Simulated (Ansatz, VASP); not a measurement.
**Two plane-wave programs on CdSe**

POSCAR

```
CdSe
1.0
    0.0000000000      3.0678017005      3.0678017005
    3.0678017005      0.0000000000      3.0678017005
    3.0678017005      3.0678017005      0.0000000000
Cd Se
1 1
Direct
    0.0000000000      0.0000000000      0.0000000000
    0.7500000000      0.7500000000      0.7500000000
```

The input INCAR.step1:

```
PREC     = Accurate       # precision mode
ENCUT    = 520            # plane-wave cutoff, eV
EDIFF    = 1E-5           # SCF threshold, eV
ISMEAR   = -1             # smearing method
SIGMA    = 0.02           # smearing width, eV
LREAL    = F              # projectors in reciprocal space
LASPH    = T              # aspherical terms in the spheres
NELM     = 150            # most SCF steps
ALGO     = Normal         # electronic algorithm
ISIF     = 2              # what is computed and relaxed
LWAVE    = T              # write WAVECAR
MAGMOM   = 0 0 0 0 0 0    # initial moments
LORBIT   = 11             # projections on sites
LSORBIT  = T              # spin-orbit coupling
GGA_COMPAT= F            
LORBMOM  = T            
NBANDS   = 30             # bands
GGA      = PE             # functional
```

File INCAR.step2:

```
PREC     = Accurate       # precision mode
ENCUT    = 520            # plane-wave cutoff, eV
EDIFF    = 1E-7           # SCF threshold, eV
ISMEAR   = -1             # smearing method
SIGMA    = 0.02           # smearing width, eV
LREAL    = F              # projectors in reciprocal space
LASPH    = T              # aspherical terms in the spheres
NELM     = 150            # most SCF steps
ALGO     = Normal         # electronic algorithm
ISIF     = 2              # what is computed and relaxed
LWAVE    = F              # write WAVECAR
LCHARG   = T              # write CHGCAR
MAGMOM   = 0 0 0 0 0 0    # initial moments
LORBIT   = 11             # projections on sites
LSORBIT  = T              # spin-orbit coupling
GGA_COMPAT= F            
LORBMOM  = T            
GGA      = PE             # functional
LHFCALC  = T              # exact exchange
HFSCREEN = 0.2079         # screening, 1/A
PRECFOCK = Normal       
LVHAR    = T            
NBANDS   = 30             # bands
ISTART   = 1
```

File KPOINTS:

```
Automatic mesh
0
Gamma
  4 4 4
```

Input for Ansatz:

```yaml
crystal:
  lattice:
    - [0.0, 3.0678017005, 3.0678017005]
    - [3.0678017005, 0.0, 3.0678017005]
    - [3.0678017005, 3.0678017005, 0.0]
  atoms:
    - { symbol: Cd, position: [0.0, 0.0, 0.0] }
    - { symbol: Se, position: [0.75, 0.75, 0.75] }
kpoints:
  mp_grid: { grid: [4, 4, 4] }
  band_path:
    path:
      - [0.0, 0.0, 0.0]
      - [-0.5, -0.5, 0.0]
      - [-0.375, -0.375, 0.25]
      - [-0.375, 0.0, 0.375]
      - [0.0, 0.0, 0.5]
      - [-0.5, -0.25, 0.25]
    npoints: 1
hamiltonian:
  xc: hse06
scf:
  occupations: { method: fermi_dirac, width: 0.02 }
  n_extra_bands: 8
magnetization:
  noncollinear: true
  spin_orbit: true
output:
  eigenvalues: true
```

Alike in both runs: task single point; functional HSE06; k mesh 4 × 4 × 4; occupations fermi-dirac, width 0.02 eV; non-collinear spin, spin-orbit coupling.

```csv
,VASP,Ansatz
version,VASP 6.6.1,Ansatz 0.2.0
potentials or method,"VASP PAW PBE potentials, release 64 (Cd, Se)","plane waves, PAW"
plane-wave cutoff (eV),520,420
valence electrons in the cell,18,36
```

|  | VASP | Ansatz | Ansatz less VASP |
| --- | --- | --- | --- |
| net moment per atom (μB) | 0.00 | 0.00 | 0.000 |

The functional is the same, so the differences come from potentials, cutoffs and numerics. VASP's potentials hold 18 valence electrons a cell and Ansatz's 36, so a difference there can come from the potentials and not from the codes.

The k mesh is coarse, so the values compare programs but aren't converged.
